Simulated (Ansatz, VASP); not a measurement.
One calculation of Lu, two programs

```xyz
2
Lattice="0.0000 3.5879 3.5879 3.5879 0.0000 3.5879 3.5879 3.5879 0.0000" Properties=species:S:1:pos:R:3 pbc="T T T"
Lu    0.8970    0.8970    0.8970
Lu    6.2788    6.2788    6.2788
```

Alike in both runs: task single point; functional PBEsol; k mesh 9 × 9 × 9; occupations fermi-dirac, width 0.1 eV; no spin polarisation.

|  | VASP | Ansatz |
| --- | --- | --- |
| version | VASP 6.6.1 | Ansatz 0.2.0 |
| potentials or method | VASP PAW PBE potentials, release 64 (Lu), cutoff 520 eV | plane waves (420 eV) with PAW, scalar-relativistic |
| valence electrons in the cell | 50 | 50 |

```tsv
	VASP	Ansatz	Ansatz less VASP
pressure (GPa)	0.1	0.0	-0.04
```

VASP's potentials were made for PBE, not for PBEsol, and Ansatz warns of the same on its side.

Neither program's run includes spin-orbit coupling.
